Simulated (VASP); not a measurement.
# BaCaGaBiO6 (F-43m) in VASP: further runs

BaCaGaBiO6 is run at these levels: LDA; tasks: single point.

Program: VASP 6.6.1. These are calculated values, not measurements. Logs are shortened: lines on timing, memory, paths and dates and some standing lists are left out, and cuts for length are marked.

## 1. The cell of the first run

It takes space group F-43m (No. 216, cubic). The conventional cell has a = 8.228 Å, b = 8.228 Å, c = 8.228 Å, α = 90.00°, β = 90.00°, γ = 90.00°. Within 3.8 Å of Ba (site symmetry -43m) lie 12 O at 2.91 Å and 4 Ga at 3.56 Å and 4 Bi at 3.56 Å. Ca (site symmetry -43m) has 12 O at 2.91 Å and 4 Ga at 3.56 Å and 4 Bi at 3.56 Å within 3.8 Å. Ga (site symmetry -43m) has 6 O at 2.00 Å within 2.6 Å. Bi (site symmetry -43m) has 6 O at 2.12 Å within 2.8 Å. O (site symmetry 2mm) has 1 Ga at 2.00 Å and 1 Bi at 2.12 Å within 2.6 Å.

## 2. Single point, LDA

The input, INCAR:

```
PREC = Accurate
ENCUT = 600
EDIFF = 1E-6
ISMEAR = 1
SIGMA = 0.01
LREAL = False
LASPH = True
NELM = 120
ALGO = Normal
ISIF = 2
LWAVE = False
LCHARG = False
GGA = CA
NBANDS = 53
GGA_COMPAT = False
```

The input, KPOINTS:

```
Automatic mesh
0
Gamma
  4 4 4
```

The input, POSCAR:

```
BaCaGaBiO6
1.0
    0.0000000000      4.1139350000      4.1139350000
    4.1139350000      0.0000000000      4.1139350000
    4.1139350000      4.1139350000      0.0000000000
Ba Ca Ga Bi O
1 1 1 1 6
Direct
    0.7500000000      0.7500000000      0.7500000000
    0.2500000000      0.2500000000      0.2500000000
    0.5000000000      0.5000000000      0.5000000000
    0.0000000000      0.0000000000      0.0000000000
    0.7426000000      0.2574000000      0.2574000000
    0.2574000000      0.2574000000      0.7426000000
    0.7426000000      0.7426000000      0.2574000000
    0.7426000000      0.2574000000      0.7426000000
    0.2574000000      0.7426000000      0.2574000000
    0.2574000000      0.7426000000      0.7426000000
```

Potentials or basis: VASP PAW LDA potentials, release 64 (Ba_sv, Ca_sv, Ga_d, Bi_d, O).

Run with:

```console
> cat potpaw_LDA.64/Ba_sv/POTCAR potpaw_LDA.64/Ca_sv/POTCAR potpaw_LDA.64/Ga_d/POTCAR potpaw_LDA.64/Bi_d/POTCAR potpaw_LDA.64/O/POTCAR > POTCAR
> mpirun -np 1 vasp_std > vasp.out
```

OUTCAR:

```text
PREC = Accurate
   ENCUT = 600
   EDIFF = 1E-6
   ISMEAR = 1
   LREAL = False
   LASPH = True
   NELM = 120
   ISIF = 2
   GGA = CA

 ion  position               nearest neighbor table
   1  0.750  0.750  0.750-   6 2.91   9 2.91  10 2.91   5 2.91   6 2.91   8 2.91   5 2.91   7 2.91
                             9 2.91   7 2.91   8 2.91  10 2.91   3 3.56   4 3.56   3 3.56   3 3.56
   2  0.250  0.250  0.250-
   3  0.500  0.500  0.500-   5 2.00   6 2.00   7 2.00   8 2.00   9 2.00  10 2.00   1 3.56   1 3.56
                             1 3.56   1 3.56
   4  0.000  0.000  0.000-   5 2.12   6 2.12   7 2.12   8 2.12   9 2.12  10 2.12   1 3.56   1 3.56
                             1 3.56   1 3.56
   5  0.743  0.257  0.257-   3 2.00   4 2.12   1 2.91   1 2.91
   6  0.257  0.257  0.743-   3 2.00   4 2.12   1 2.91   1 2.91
   7  0.743  0.743  0.257-   3 2.00   4 2.12   1 2.91   1 2.91
   8  0.743  0.257  0.743-   3 2.00   4 2.12   1 2.91   1 2.91
   9  0.257  0.743  0.257-   3 2.00   4 2.12   1 2.91   1 2.91
  10  0.257  0.743  0.743-   3 2.00   4 2.12   1 2.91   1 2.91

  LATTYP: Found a face centered cubic cell.
 ALAT       =     8.2278700000

  Lattice vectors:

 A1 = (   0.0000000000,   4.1139350000,   4.1139350000)
 A2 = (   4.1139350000,   0.0000000000,   4.1139350000)
 A3 = (   4.1139350000,   4.1139350000,   0.0000000000)

Analysis of symmetry for initial positions (statically):
=====================================================================
 Subroutine PRICEL returns:
 Original cell was already a primitive cell.

 Routine SETGRP: Setting up the symmetry group for a
 face centered cubic supercell.

 Subroutine GETGRP returns: Found 24 space group operations
 (whereof 24 operations were pure point group operations)
 out of a pool of 48 trial point group operations.

The static configuration has the point symmetry T_d .

Analysis of symmetry for dynamics (positions and initial velocities):
=====================================================================
 Subroutine PRICEL returns:
 Original cell was already a primitive cell.

 Routine SETGRP: Setting up the symmetry group for a
 face centered cubic supercell.

 Subroutine GETGRP returns: Found 24 space group operations
 (whereof 24 operations were pure point group operations)
 out of a pool of 48 trial point group operations.

The dynamic configuration has the point symmetry T_d .

 Subroutine INISYM returns: Found 24 space group operations
[... 103 lines left out ...]
   ISYM   =      2    0-nonsym 1-usesym 2-fastsym
   POTIM  = 0.5000    time-step for ionic-motion
   TEBEG  =    0.0;   TEEND  =   0.0 temperature during run
   PSTRESS=    0.0 pullay stress
   NELECT =      84.0000    total number of electrons
   NUPDOWN=      -1.0000    fix difference up-down
   EMIN   =  10.00;   EMAX   =-10.00  energy-range for DOS
   EFERMI =   0.00;   METHOD = LEGACY
   ISMEAR =     1;   SIGMA  =   0.01  broadening in eV -4-tet -1-fermi 0-gaus
   EFERMI_NEDOS =   21; number of points for ismear=-14 and -15
   IALGO  =     38    algorithm
   IMIX   =      4    mixing-type and parameters
     AMIX     =   0.40;   BMIX     =  1.00
     AMIX_MAG =   1.60;   BMIX_MAG =  1.00
  volume/ion in A,a.u.               =      13.93        93.97
  Fermi-wavevector in a.u.,A,eV,Ry     =   1.383249  2.613962 26.033102  1.913379
  Thomas-Fermi vector in A             =   2.507865
   LORBIT       =      0    0 simple, 1 ext, 2 COOP (PROOUT), +10 PAW based schemes
   GGA     = CA    functional components
   LHFCALC =     F    Hartree Fock is set to
   AEXX    =    0.0000 exact exchange contribution
   IVDW    =     0    specifies the selected vdW correction
   LEPSILON=     F    determine dielectric tensor
   LRPA    =     F    only Hartree local field effects (RPA)
 non-spin polarized calculation
 Methfessel and Paxton  Order N= 1 SIGMA  =   0.01
  energy-cutoff  :      600.00
  volume of cell :      139.25
 maximum number of plane-waves:      4720
 NGX is ok and might be reduce to    48
   NGX = 23   NGY = 23   NGZ = 23

 number of electron      83.9999994 magnetization

 Free energy of the ion-electron system (eV)
  ---------------------------------------------------
  ext. energy  EPLUGINS =         0.00000000
  ---------------------------------------------------
  free energy    TOTEN  =       -66.39721965 eV

  energy without entropy =      -66.39710298  energy(sigma->0) =      -66.39718076

 E-fermi :   3.3789     XC(G=0): -11.2750

 val. band max:        3.3768887779   @ k =   0.0000   0.0000   0.0000
 cond. band min:       3.8908068554   @ k =   0.2500   0.0000   0.0000
 fundamental gap:      0.5139180775
 Fermi energy:         3.3789027721

 k-point     1 :       0.0000    0.0000    0.0000
  band No.  band energies     occupation
      1     -35.9297      2.00000
      2     -21.2956      2.00000
      3     -18.9037      2.00000
      4     -18.9037      2.00000
      5     -18.4840      2.00000
      6     -18.4840      2.00000
[... 437 lines left out ...]
     52      11.3209      0.00000
     53      11.4786      0.00000

------------------------ aborting loop because EDIFF is reached ----------------------------------------

  FORCE on cell =-STRESS in cart. coord.  units (eV):
  Direction    XX          YY          ZZ          XY          YZ          ZX
  --------------------------------------------------------------------------------------
  -------------------------------------------------------------------------------------
  Total       -8.4370566     -8.4370566     -8.4370566      0.0000000     -0.0000000      0.0000000
  in kB      -97.0731833    -97.0731833    -97.0731833      0.0000000     -0.0000000      0.0000000
  external PRESSURE =     -97.0731833 kB  Pullay stress =       0.0000000 kB

 VOLUME and BASIS-vectors are now :
 -----------------------------------------------------------------------------
  energy-cutoff  :      600.00
  volume of cell :      139.25
      direct lattice vectors                 reciprocal lattice vectors
     0.000000000  4.113935000  4.113935000    -0.121538138  0.121538138  0.121538138
     4.113935000  0.000000000  4.113935000     0.121538138 -0.121538138  0.121538138
     4.113935000  4.113935000  0.000000000     0.121538138  0.121538138 -0.121538138

 POSITION                                       TOTAL-FORCE (eV/Angst)
 -----------------------------------------------------------------------------------
      6.17090      6.17090      6.17090         0.000000      0.000000      0.000000
      2.05697      2.05697      2.05697         0.000000      0.000000      0.000000
      4.11393      4.11393      4.11393         0.000000      0.000000      0.000000
      0.00000      0.00000      0.00000         0.000000      0.000000      0.000000
      2.11785      4.11393      4.11393        -0.155414      0.000000      0.000000
      4.11393      4.11393      2.11785         0.000000      0.000000     -0.155414
      4.11393      4.11393      6.11002         0.000000      0.000000      0.155414
      4.11393      6.11002      4.11393         0.000000      0.155414      0.000000
      4.11393      2.11785      4.11393         0.000000     -0.155414      0.000000
      6.11002      4.11393      4.11393         0.155414      0.000000      0.000000
 -----------------------------------------------------------------------------------
    total drift:                               -0.000000     -0.000000     -0.000000

  FREE ENERGIE OF THE ION-ELECTRON SYSTEM (eV)
  ---------------------------------------------------
  free  energy   TOTEN  =       -66.3972196537 eV

  energy  without entropy=      -66.3971029797  energy(sigma->0) =      -66.39718076
```

It took 2.2 min on 1 thread of Intel Xeon Platinum 8375C at 2.90GHz (Ice Lake), shared host; peak memory 0.32 GiB.

What came out:

```
Free energy            : -66.3972 eV
Pressure               : -9.7 GPa
Largest force          : 0.155 eV/Å
Band gap on the k mesh : zero (filled and empty bands touch)
```

Forces on the atoms (eV/Å):
```
Ba   0.000  0.000  0.000
Ca   0.000  0.000  0.000
Ga   0.000  0.000  0.000
Bi   0.000  0.000  0.000
O   -0.155  0.000  0.000
O    0.000  0.000 -0.155
O    0.000  0.000  0.155
O    0.000  0.155  0.000
O    0.000 -0.155  0.000
O    0.155  0.000  0.000
```

Caveat: the cell stands under tension; spin-orbit coupling is left out, which moves the levels of the heavy elements.

## 3. Single point, LDA

The input, INCAR:

```
PREC = Accurate
ENCUT = 600
EDIFF = 1E-6
ISMEAR = 1
SIGMA = 0.01
LREAL = F
LASPH = T
NELM = 120
ALGO = Normal
ISIF = 2
LWAVE = F
LCHARG = F
NBANDS = 53
GGA_COMPAT = F
```

KPOINTS is that of step 2.

POSCAR is that of step 2.

Potentials or basis: VASP PAW LDA potentials, release 64 (Ba_sv, Ca_sv, Ga_d, Bi_d, O).

Run with:

```console
> cat potpaw_LDA.64/Ba_sv/POTCAR potpaw_LDA.64/Ca_sv/POTCAR potpaw_LDA.64/Ga_d/POTCAR potpaw_LDA.64/Bi_d/POTCAR potpaw_LDA.64/O/POTCAR > POTCAR
> mpirun -np 1 vasp_std > vasp.out
```

Wall time 2.1 min (1 thread of Intel Xeon Platinum 8375C at 2.90GHz (Ice Lake), shared host); peak memory 0.32 GiB.

The run converged. Its results:

| Quantity | Value |
| --- | --- |
| Free energy | -66.3972 eV |
| Pressure | -9.7 GPa |
| Largest force | 0.155 eV/Å |
| Band gap on the k mesh | zero (filled and empty bands touch) |

Forces on the atoms (eV/Å):
```
Ba   0.000  0.000  0.000
Ca   0.000  0.000  0.000
Ga   0.000  0.000  0.000
Bi   0.000  0.000  0.000
O   -0.155  0.000  0.000
O    0.000  0.000 -0.155
O    0.000  0.000  0.155
O    0.000  0.155  0.000
O    0.000 -0.155  0.000
O    0.155  0.000  0.000
```

Levels at points of the mesh, in eV from the Fermi level:
```
           k point  band 40  band 41  band 42  band 43  band 44  band 45
(0.00, 0.00, 0.00)    -0.63     0.00     0.00     0.00     4.47     4.47
(0.50, 0.00, 0.00)    -0.50    -0.47    -0.47     1.63     4.56     5.30
(0.50, 0.50, 0.00)    -1.01    -0.79    -0.08     2.59     5.49     5.50
```

Caveat: the cell stands under tension; spin-orbit coupling is left out, which moves the levels of the heavy elements.

The gap in the log of VASP goes by the Fermi energy; the results here count the filled bands.